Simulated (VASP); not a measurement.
# PbS (P4/nmm) in VASP: further runs

PbS is run at these levels: LDA; tasks: single point, relaxation of cell and atoms.

All numbers are computed with VASP 6.6.1; they aren't measurements. Logs are shortened: lines on timing, memory, paths and dates and some standing lists are left out, and cuts for length are marked.

**1. The cell of the first run**

Symmetry: P4/nmm, No. 129, tetragonal system. The conventional cell has a = 4.133 Å, b = 4.133 Å, c = 5.847 Å, α = 90.00°, β = 90.00°, γ = 90.00°. Within 3.8 Å of Pb (site symmetry 4mm) lie 6 S at 2.92 to 2.93 Å. S (site symmetry 4mm) has 6 Pb at 2.92 to 2.93 Å within 3.8 Å.

**2. Single point, LDA**

Contents of INCAR:

```
ALGO = Normal
EDIFF = 1E-6
ENCUT = 520
GGA = CA
ISIF = 2
ISMEAR = 0
LASPH = T
LCHARG = F
LREAL = F
LWAVE = F
NBANDS = 28
NELM = 100
PREC = Accurate
SIGMA = 0.02
```

Contents of KPOINTS:

```
k-points
0
Gamma
  8 8 6
```

Contents of POSCAR:

```
PbS
1.0
    2.9171844872     -2.9226652491      0.1789045163
    2.9171844872      2.9226652491      0.1789045163
   -0.3579228920      0.0000000000      5.8362255437
Pb S
2 2
Direct
    0.7500000000      0.7500000000      0.7497045275
    0.2500000000      0.2500000000      0.2502954725
    0.2500000000      0.2500000000      0.7489513492
    0.7500000000      0.7500000000      0.2510486508
```

Potentials or basis: VASP PAW LDA potentials, release 64 (Pb_d, S).

Started as:

```bash
$ cat potpaw_LDA.64/Pb_d/POTCAR potpaw_LDA.64/S/POTCAR > POTCAR
$ mpirun -np 1 vasp_std > vasp.out
```

OUTCAR:

```text
EDIFF = 1E-6
   ENCUT = 520
   GGA = CA
   ISIF = 2
   ISMEAR = 0
   LASPH = T
   LREAL = F
   NELM = 100
   PREC = Accurate

 ion  position               nearest neighbor table
   1  0.750  0.750  0.750-   4 2.92   3 2.92   3 2.92   3 2.92   3 2.92   4 2.93   2 4.13   2 4.13
                             2 4.13   2 4.13   2 4.14   2 4.14   2 4.14   2 4.14
   2  0.250  0.250  0.250-   3 2.92   4 2.92   4 2.92   4 2.92   4 2.92   3 2.93   1 4.13   1 4.13
                             1 4.13   1 4.13   1 4.14   1 4.14   1 4.14   1 4.14
   3  0.250  0.250  0.749-   2 2.92   1 2.92   1 2.92   1 2.92   1 2.92   2 2.93
   4  0.750  0.750  0.251-   1 2.92   2 2.92   2 2.92   2 2.92   2 2.92   1 2.93

  LATTYP: Found a simple tetragonal cell.
 ALAT       =     4.1332728336
 C/A-ratio  =     1.4146635828

  Lattice vectors:

 A1 = (   2.9171844872,  -2.9226652491,   0.1789045163)
 A2 = (   2.9171844872,   2.9226652491,   0.1789045163)
 A3 = (  -0.3579228920,   0.0000000000,   5.8362255437)

Analysis of symmetry for initial positions (statically):
=====================================================================
 Subroutine PRICEL returns:
 Original cell was already a primitive cell.

 Routine SETGRP: Setting up the symmetry group for a
 simple tetragonal supercell.

 Subroutine GETGRP returns: Found 16 space group operations
 (whereof  4 operations were pure point group operations)
 out of a pool of 16 trial point group operations.

The static configuration has the point symmetry C_2h.
 The point group associated with its full space group is D_4h.

Analysis of symmetry for dynamics (positions and initial velocities):
=====================================================================
 Subroutine PRICEL returns:
 Original cell was already a primitive cell.

 Routine SETGRP: Setting up the symmetry group for a
 simple tetragonal supercell.

 Subroutine GETGRP returns: Found 16 space group operations
 (whereof  4 operations were pure point group operations)
 out of a pool of 16 trial point group operations.

The dynamic configuration has the point symmetry C_2h.
 The point group associated with its full space group is D_4h.

 Subroutine INISYM returns: Found 16 space group operations
 (whereof  4 operations are pure point group operations),
 and found     1 'primitive' translations

----------------------------------------------------------------------------------------

                                     Primitive cell

  volume of cell :      99.8931

  direct lattice vectors                    reciprocal lattice vectors
     2.917184487 -2.922665249  0.178904516     0.170755912 -0.171076725  0.010472085
     2.917184487  2.922665249  0.178904516     0.170755912  0.171076725  0.010472085
    -0.357922892  0.000000000  5.836225544    -0.010468754  0.000000000  0.170701592

  length of vectors
     4.133272834  4.133272834  5.847190556     0.241939025  0.241939025  0.171022304

  position of ions in fractional coordinates (direct lattice)
     0.750000000  0.750000000  0.749704528
     0.250000000  0.250000000  0.250295472
     0.250000000  0.250000000  0.748951349
     0.750000000  0.750000000  0.251048651

  ion indices of the primitive-cell ions
   primitive index   ion index
                 1           1
                 2           2
                 3           3
                 4           4

----------------------------------------------------------------------------------------

 KPOINTS: k-points

Automatic generation of k-mesh.
 Grid dimensions read from file:
 generate k-points for:    8    8    6

 Generating k-lattice:

  Cartesian coordinates                     Fractional coordinates (reciprocal lattice)
     0.021344489 -0.021384591  0.001309011     0.125000000  0.000000000 -0.000000000
     0.021344489  0.021384591  0.001309011     0.000000000  0.125000000 -0.000000000
    -0.001744792  0.000000000  0.028450265    -0.000000000 -0.000000000  0.166666667

  Length of vectors
     0.030242378  0.030242378  0.028503717

  Shift w.r.t. Gamma in fractional coordinates (k-lattice)
     0.000000000  0.000000000  0.000000000

 Subroutine IBZKPT returns following result:
 ===========================================

 Found     60 irreducible k-points:

 Following reciprocal coordinates:
            Coordinates               Weight
  0.000000  0.000000  0.000000      1.000000
  0.125000  0.000000 -0.000000      4.000000
  0.250000  0.000000 -0.000000      4.000000
  0.375000 -0.000000  0.000000      4.000000
  0.500000  0.000000 -0.000000      2.000000
  0.125000  0.125000 -0.000000      4.000000
[... 16 lines left out ...]
  0.375000  0.125000  0.166667     16.000000
  0.500000  0.125000  0.166667      8.000000
 [... further k-points ...]
   k-points           NKPTS =     60   k-points in BZ     NKDIM =     60   number of bands    NBANDS=     28
   number of dos      NEDOS =    301   number of ions     NIONS =      4
   total plane-waves  NPLWV =  49152
   dimension x,y,z NGX =    32 NGY =   32 NGZ =   48
   dimension x,y,z NGXF=    64 NGYF=   64 NGZF=   96
   ions per type =               2   2
   NGX,Y,Z   is equivalent  to a cutoff of  12.87, 12.87, 13.65 a.u.
   NGXF,Y,Z  is equivalent  to a cutoff of  25.74, 25.74, 27.29 a.u.
 SYSTEM =  unknown system
   PREC   = accura    normal or accurate (medium, high low for compatibility)
   ISTART =      0    job   : 0-new  1-cont  2-samecut
   ICHARG =      2    charge: 1-file 2-atom 10-const
   ISPIN  =      1    spin polarized calculation?
   LNONCOLLINEAR =      F non collinear calculations
   LSORBIT =      F    spin-orbit coupling
   LASPH  =      T    aspherical Exc in radial PAW
   ENCUT  =  520.0 eV  38.22 Ry    6.18 a.u.   7.69  7.69 10.87*2*pi/ulx,y,z
   NELM   =    100;   NELMIN=  2; NELMDL= -5     # of ELM steps
   EDIFF  = 0.1E-05   stopping-criterion for ELM
   LREAL  =      F    real-space projection
   EDIFFG = 0.1E-04   stopping-criterion for IOM
   NSW    =      0    number of steps for IOM
   IBRION =     -1    ionic relax: 0-MD 1-quasi-New 2-CG
   NFREE  =      0    steps in history (QN), initial steepest desc. (CG)
   ISIF   =      2    stress and relaxation
   ISYM   =      2    0-nonsym 1-usesym 2-fastsym
   POTIM  = 0.5000    time-step for ionic-motion
   TEBEG  =    0.0;   TEEND  =   0.0 temperature during run
   PSTRESS=    0.0 pullay stress
   NELECT =      40.0000    total number of electrons
   NUPDOWN=      -1.0000    fix difference up-down
   EMIN   =  10.00;   EMAX   =-10.00  energy-range for DOS
   EFERMI =   0.00;   METHOD = LEGACY
   ISMEAR =     0;   SIGMA  =   0.02  broadening in eV -4-tet -1-fermi 0-gaus
   EFERMI_NEDOS =   21; number of points for ismear=-14 and -15
   IALGO  =     38    algorithm
   IMIX   =      4    mixing-type and parameters
     AMIX     =   0.40;   BMIX     =  1.00
     AMIX_MAG =   1.60;   BMIX_MAG =  1.00
  volume/ion in A,a.u.               =      24.97       168.53
  Fermi-wavevector in a.u.,A,eV,Ry     =   1.206655  2.280247 19.810296  1.456016
  Thomas-Fermi vector in A             =   2.342316
   LORBIT       =      0    0 simple, 1 ext, 2 COOP (PROOUT), +10 PAW based schemes
   GGA     = CA    functional components
   LHFCALC =     F    Hartree Fock is set to
   AEXX    =    0.0000 exact exchange contribution
   IVDW    =     0    specifies the selected vdW correction
   LEPSILON=     F    determine dielectric tensor
   LRPA    =     F    only Hartree local field effects (RPA)
 non-spin polarized calculation
 Gauss-broadening in eV      SIGMA  =   0.02
  energy-cutoff  :      520.00
  volume of cell :       99.89
 maximum number of plane-waves:      2725
 NGX is ok and might be reduce to    32
   NGX = 15   NGY = 15   NGZ = 21

 number of electron      39.9999994 magnetization

 Free energy of the ion-electron system (eV)
  ---------------------------------------------------
  ext. energy  EPLUGINS =         0.00000000
  ---------------------------------------------------
  free energy    TOTEN  =       -19.99626574 eV

  energy without entropy =      -19.99622402  energy(sigma->0) =      -19.99624488

 E-fermi :   6.2634     XC(G=0): -10.2293

 val. band max:        6.2370764994   @ k =   0.5000   0.0000   0.5000
 cond. band min:       6.2896700440   @ k =   0.5000   0.0000   0.5000
 fundamental gap:      0.0525935446
 Fermi energy:         6.2633732712

 k-point     1 :       0.0000    0.0000    0.0000
  band No.  band energies     occupation
      1     -10.8584      2.00000
      2     -10.7021      2.00000
      3     -10.6703      2.00000
      4     -10.6703      2.00000
      5     -10.6701      2.00000
      6     -10.6628      2.00000
[... 20 lines left out ...]
     27      11.9173      0.00000
     28      12.7227      0.00000

 k-point     2 :       0.1250    0.0000   -0.0000
  band No.  band energies     occupation
      1     -10.8442      2.00000
      2     -10.6946      2.00000
      3     -10.6704      2.00000
      4     -10.6684      2.00000
      5     -10.6672      2.00000
      6     -10.6666      2.00000
[... 20 lines left out ...]
     27      11.7483      0.00000
     28      12.7479      0.00000

 k-point     3 :       0.2500    0.0000   -0.0000
  band No.  band energies     occupation
      1     -10.8078      2.00000
      2     -10.6762      2.00000
      3     -10.6761      2.00000
      4     -10.6751      2.00000
      5     -10.6695      2.00000
      6     -10.6585      2.00000
[... 20 lines left out ...]
     27      12.2742      0.00000
     28      13.1118      0.00000

 k-point     4 :       0.3750   -0.0000    0.0000
  band No.  band energies     occupation
      1     -10.7631      2.00000
      2     -10.6938      2.00000
      3     -10.6840      2.00000
      4     -10.6723      2.00000
      5     -10.6648      2.00000
      6     -10.6512      2.00000
[... 20 lines left out ...]
     27      13.6033      0.00000
     28      13.8915      0.00000

 k-point     5 :       0.5000    0.0000   -0.0000
  band No.  band energies     occupation
      1     -10.7231      2.00000
      2     -10.7231      2.00000
      3     -10.6835      2.00000
      4     -10.6835      2.00000
      5     -10.6538      2.00000
      6     -10.6538      2.00000
[... 20 lines left out ...]
     27      14.3014      0.00000
     28      14.3014      0.00000

 k-point     6 :       0.1250    0.1250   -0.0000
  band No.  band energies     occupation
      1     -10.8330      2.00000
      2     -10.6874      2.00000
      3     -10.6782      2.00000
      4     -10.6750      2.00000
      5     -10.6599      2.00000
      6     -10.6597      2.00000
[... 463 lines left out ...]
      5     -10.6690      2.00000
      6     -10.6600      2.00000
[... 20 lines left out ...]
     27      12.4606      0.00000
     28      12.4978      0.00000

 k-point    22 :       0.2500    0.1250    0.1667
  band No.  band energies     occupation
      1     -10.7904      2.00000
      2     -10.6973      2.00000
      3     -10.6737      2.00000
      4     -10.6693      2.00000
      5     -10.6690      2.00000
      6     -10.6615      2.00000
[... 20 lines left out ...]
     27      12.0858      0.00000
     28      13.0933      0.00000

 k-point    23 :       0.3750    0.1250    0.1667
  band No.  band energies     occupation
      1     -10.7625      2.00000
      2     -10.7199      2.00000
      3     -10.6770      2.00000
      4     -10.6739      2.00000
      5     -10.6717      2.00000
      6     -10.6510      2.00000
[... 20 lines left out ...]
     27      12.3272      0.00000
     28      14.1046      0.00000

 k-point    24 :       0.5000    0.1250    0.1667
  band No.  band energies     occupation
      1     -10.7402      2.00000
      2     -10.7402      2.00000
      3     -10.6788      2.00000
      4     -10.6788      2.00000
      5     -10.6637      2.00000
      6     -10.6637      2.00000
[... 20 lines left out ...]
     27      13.1022      0.00000
     28      13.1022      0.00000

 [... further k-points ...]
[... 5 lines left out ...]
  --------------------------------------------------------------------------------------
  -------------------------------------------------------------------------------------
  Total        0.0314540      0.0314620      0.0293327      0.0000000      0.0000000      0.0001306
  in kB        0.5044888      0.5046172      0.4704656      0.0000000      0.0000000      0.0020944
  external PRESSURE =       0.4931905 kB  Pullay stress =       0.0000000 kB

 VOLUME and BASIS-vectors are now :
 -----------------------------------------------------------------------------
  energy-cutoff  :      520.00
  volume of cell :       99.89
      direct lattice vectors                 reciprocal lattice vectors
     2.917184487 -2.922665249  0.178904516     0.170755912 -0.171076725  0.010472085
     2.917184487  2.922665249  0.178904516     0.170755912  0.171076725  0.010472085
    -0.357922892  0.000000000  5.836225544    -0.010468754  0.000000000  0.170701592

 POSITION                                       TOTAL-FORCE (eV/Angst)
 -----------------------------------------------------------------------------------
      4.10744      0.00000      4.64380        -0.000133     -0.000000      0.002173
      1.36901      0.00000      1.55023         0.000133     -0.000000     -0.002173
      1.19053      0.00000      4.46050         0.000330      0.000000     -0.005377
      4.28592      0.00000      1.73353        -0.000330     -0.000000      0.005377
 -----------------------------------------------------------------------------------
    total drift:                               -0.000000     -0.000000      0.000000

  FREE ENERGIE OF THE ION-ELECTRON SYSTEM (eV)
  ---------------------------------------------------
  free  energy   TOTEN  =       -19.9962657424 eV

  energy  without entropy=      -19.9962240165  energy(sigma->0) =      -19.99624488
```

Run time: 94 s. Hardware: 1 thread of Intel Xeon Platinum 8259CL at 2.50GHz (Skylake/Cascade Lake), shared host; peak memory 0.27 GiB.

Results:

| Quantity | Value |
| --- | --- |
| Free energy | -19.9963 eV |
| Pressure | 0.0 GPa |
| Largest force | 0.005 eV/Å |
| Band gap on the k mesh | 0.05 eV |

Forces in eV/Å, atoms in the order of the input:
```
Pb   0.000  0.000  0.002
Pb   0.000  0.000 -0.002
S    0.000  0.000 -0.005
S    0.000  0.000  0.005
```

Levels at points of the mesh, in eV from the valence-band top:
```
           k point  band 16  band 17  band 18  band 19  band 20  band 21  band 22  band 23  band 24  band 25
(0.00, 0.00, 0.00)    -3.80    -3.80    -2.43    -2.43    -2.43     3.49     5.14     5.15     5.15     5.56
(0.50, 0.00, 0.00)    -4.09    -2.13    -2.13    -0.92    -0.92     1.23     1.23     2.21     2.21     4.07
(0.50, 0.50, 0.00)    -5.69    -3.80    -3.80    -3.80    -3.80     3.48     3.48     5.56     5.56     5.68
(0.00, 0.00, 0.50)    -3.16    -3.14    -3.14    -1.96    -1.91     2.25     2.32     4.38     4.40     4.80
(0.50, 0.00, 0.50)    -1.99    -1.99    -1.99     0.00     0.00     0.05     0.05     1.68     1.68     1.69
(0.50, 0.50, 0.50)    -4.88    -4.86    -4.86    -1.15    -1.15     1.97     1.97     4.49     4.49     4.54
```

Caveat: spin-orbit coupling is left out, which moves the levels of the heavy elements.

**3. Relaxation of cell and atoms, LDA**

This run uses another cell than the first one, of 26.13 Å³/atom.

Contents of INCAR:

```
ALGO = Normal
EDIFF = 1E-6
EDIFFG = -0.005
ENCUT = 600
IBRION = 2
ISIF = 3
ISMEAR = 0
LASPH = True
LCHARG = False
LREAL = False
LWAVE = False
NELM = 60
NSW = 70
PREC = Accurate
SIGMA = 0.02
```

KPOINTS is that of step 2.

Contents of POSCAR:

```
PbS
1.0
    2.9614765721     -2.9670407458      0.1816208973
    2.9614765721      2.9670407458      0.1816208973
   -0.3633243756      0.0000000000      5.9243026098
Pb S
2 2
Direct
    0.7499985725      0.7499985725      0.7499492225
    0.2500014275      0.2500014275      0.2500507775
    0.2500053769      0.2500053769      0.7498460568
    0.7499946231      0.7499946231      0.2501539432
```

Potentials or basis: VASP PAW LDA potentials, release 64 (Pb_d, S).

Started as:

```bash
$ cat potpaw_LDA.64/Pb_d/POTCAR potpaw_LDA.64/S/POTCAR > POTCAR
$ mpirun -np 1 vasp_std > vasp.out
```

Run time: 7.9 min. Hardware: 1 thread of Oxide Virtual Turin-like, shared host; peak memory 0.38 GiB.

Results (log left out):

```yaml
Free_energy: -19.9971 eV
Relaxed_volume: 25.02 Å³/atom
Relaxed_cell: a = 4.136 Å, b = 4.136 Å, c = 5.850 Å, α = 90.00°, β = 90.00°, γ = 90.00°
Space_group_after_relaxing_to_0.1_Å: Fm-3m (No. 225)
Energy_gained_by_relaxing: 9.1 meV/atom
Ionic_steps: 3
Pressure_after_relaxing: 0.0 GPa
Band_gap_on_the_k_mesh: 0.05 eV
```

Step by step:
```csv
step,energy change (eV),largest force (eV/Å),pressure (GPa),volume (Å³)
1,0.0000,0.0006,-2.56,104.50
2,-0.0302,0.0017,1.11,98.31
3,-0.0364,0.0010,0.01,100.06
```

Final structure:
```cif
data_structure
_symmetry_space_group_name_H-M 'P 1'
_symmetry_Int_Tables_number 1
_cell_length_a 4.1357
_cell_length_b 4.1357
_cell_length_c 5.8503
_cell_angle_alpha 90.000
_cell_angle_beta 90.000
_cell_angle_gamma 90.000
_cell_volume 100.06
loop_
_atom_site_label
_atom_site_type_symbol
_atom_site_fract_x
_atom_site_fract_y
_atom_site_fract_z
_atom_site_occupancy
Pb1 Pb 0.75000 0.75000 0.74995 1
Pb2 Pb 0.25000 0.25000 0.25005 1
S1 S 0.25001 0.25001 0.74985 1
S2 S 0.74999 0.74999 0.25015 1
```

Levels at points of the mesh, in eV from the valence-band top:
```
           k point  band 17  band 18  band 19  band 20  band 21  band 22  band 23  band 24
(0.00, 0.00, 0.00)    -3.80    -2.43    -2.43    -2.43     3.49     5.14     5.14     5.14
(0.50, 0.00, 0.00)    -2.13    -2.13    -0.93    -0.93     1.22     1.22     2.21     2.21
(0.50, 0.50, 0.00)    -3.80    -3.80    -3.79    -3.79     3.49     3.49     5.55     5.55
(0.00, 0.00, 0.50)    -3.14    -3.14    -1.94    -1.93     2.27     2.29     4.39     4.39
(0.50, 0.00, 0.50)    -1.99    -1.99     0.00     0.00     0.05     0.05     1.68     1.68
(0.50, 0.50, 0.50)    -4.86    -4.86    -1.15    -1.15     1.97     1.97     4.50     4.51
```

Caveat: spin-orbit coupling is left out, which moves the levels of the heavy elements. A k mesh can miss the band edges.
